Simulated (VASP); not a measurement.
A run of VASP 6.6.1:

File POSCAR:

```
GaN
1.0
    0.0000000000      2.2675000000      2.2675000000
    2.2675000000      0.0000000000      2.2675000000
    2.2675000000      2.2675000000      0.0000000000
Ga N
1 1
Direct
    0.0000000000      0.0000000000      0.0000000000
    0.2500000000      0.2500000000      0.2500000000
```

File INCAR.step1:

```
SYSTEM = GaN
PREC     = Accurate       ! precision mode
ENCUT    = 500            ! plane-wave cutoff, eV
EDIFF    = 1E-8           ! SCF threshold, eV
ISMEAR   = 0              ! smearing method
SIGMA    = 0.01           ! smearing width, eV
LREAL    = .FALSE.        ! projectors in reciprocal space
LASPH    = .TRUE.         ! aspherical terms in the spheres
NELM     = 100            ! most SCF steps
ALGO     = Normal         ! electronic algorithm
LWAVE    = .TRUE.         ! write WAVECAR
LCHARG   = .FALSE.        ! write CHGCAR
METAGGA  = R2SCAN         ! meta-GGA
LMIXTAU  = .TRUE.
```

The input INCAR.step2:

```
SYSTEM = GaN
PREC     = Accurate       ! precision mode
ENCUT    = 500            ! plane-wave cutoff, eV
EDIFF    = 1E-8           ! SCF threshold, eV
ISMEAR   = 0              ! smearing method
SIGMA    = 0.01           ! smearing width, eV
LREAL    = .FALSE.        ! projectors in reciprocal space
LASPH    = .TRUE.         ! aspherical terms in the spheres
NELM     = 1              ! most SCF steps
ALGO     = Exact          ! electronic algorithm
LWAVE    = .TRUE.         ! write WAVECAR
LCHARG   = .FALSE.        ! write CHGCAR
METAGGA  = R2SCAN         ! meta-GGA
LMIXTAU  = .TRUE.       
NBANDS   = 117            ! bands
LOPTICS  = .TRUE.         ! frequency-dependent dielectric function
ISTART   = 1
```

INCAR.step3

```
SYSTEM = GaN
PREC     = Accurate       ! precision mode
ENCUT    = 500            ! plane-wave cutoff, eV
EDIFF    = 1E-8           ! SCF threshold, eV
ISMEAR   = 0              ! smearing method
SIGMA    = 0.01           ! smearing width, eV
LREAL    = .FALSE.        ! projectors in reciprocal space
LASPH    = .TRUE.         ! aspherical terms in the spheres
ALGO     = EVGW0          ! electronic algorithm
LWAVE    = .FALSE.        ! write WAVECAR
LCHARG   = .FALSE.        ! write CHGCAR
METAGGA  = R2SCAN         ! meta-GGA
LMIXTAU  = .TRUE.       
NELMGW   = 1            
NBANDS   = 117            ! bands
ENCUTGW  = 113.3          ! cutoff of the response function
NOMEGA   = 48             ! frequency points
PRECFOCK = Fast         
ISTART   = 1            
NBANDSGW = 17
```

File KPOINTS:

```
regular mesh
0
G
  4 4 4
  0 0 0
```

Potentials or basis: VASP PAW PBE potentials, release 64 (Ga_d_GW, N_GW).

Run with:

```bash
$ cat potpaw_PBE.64/Ga_d_GW/POTCAR potpaw_PBE.64/N_GW/POTCAR > POTCAR
$ cp INCAR.step1 INCAR
$ mpirun -np 1 vasp_std > vasp.out
$ cp INCAR.step2 INCAR
$ mpirun -np 1 vasp_std > vasp.out
$ cp INCAR.step3 INCAR
$ mpirun -np 1 vasp_std > vasp.out
```

Hardware: 1 thread of Intel(R) Xeon(R) 6975P-C (Granite Rapids) (shared host).

**Question.** Estimate the wall time of this run.

**Answer.** Run time: 52 s on 1 thread of Intel(R) Xeon(R) 6975P-C (Granite Rapids) (shared host), peak memory 0.22 GiB. Counts: k points 8.
